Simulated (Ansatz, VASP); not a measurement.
## GaN: VASP beside Ansatz

```xyz
2
Lattice="0.0000 2.2491 2.2491 2.2491 0.0000 2.2491 2.2491 2.2491 0.0000" Properties=species:S:1:pos:R:3 pbc="T T T"
Ga    0.0000    0.0000    0.0000
N     1.1246    1.1246    1.1246
```

Alike in both runs: task single point; functional PBEsol; k mesh 6 × 6 × 6; occupations gaussian, width 0.02 eV; no spin polarisation.

|  | VASP | Ansatz |
| --- | --- | --- |
| version | VASP 6.6.1 | Ansatz 0.2.0 |
| potentials or method | VASP PAW PBE potentials, release 64 (Ga_d, N), cutoff 520 eV | scalar-relativistic, plane waves, PAW |
| valence electrons in the cell | 18 | 18 |

Ansatz gave:

| Item | Value |
| --- | --- |
| gap on the k mesh at the Fermi level (eV) | 1.70 |
| least direct gap on the mesh (eV) | 1.70 |
| pressure (GPa) | -0.1 |

**Question.** Which values does VASP return?

**Answer.** gap on the k mesh at the Fermi level (eV): 1.72; least direct gap on the mesh (eV): 1.72; pressure (GPa): -0.3.

VASP's potentials were made for PBE, not for PBEsol.
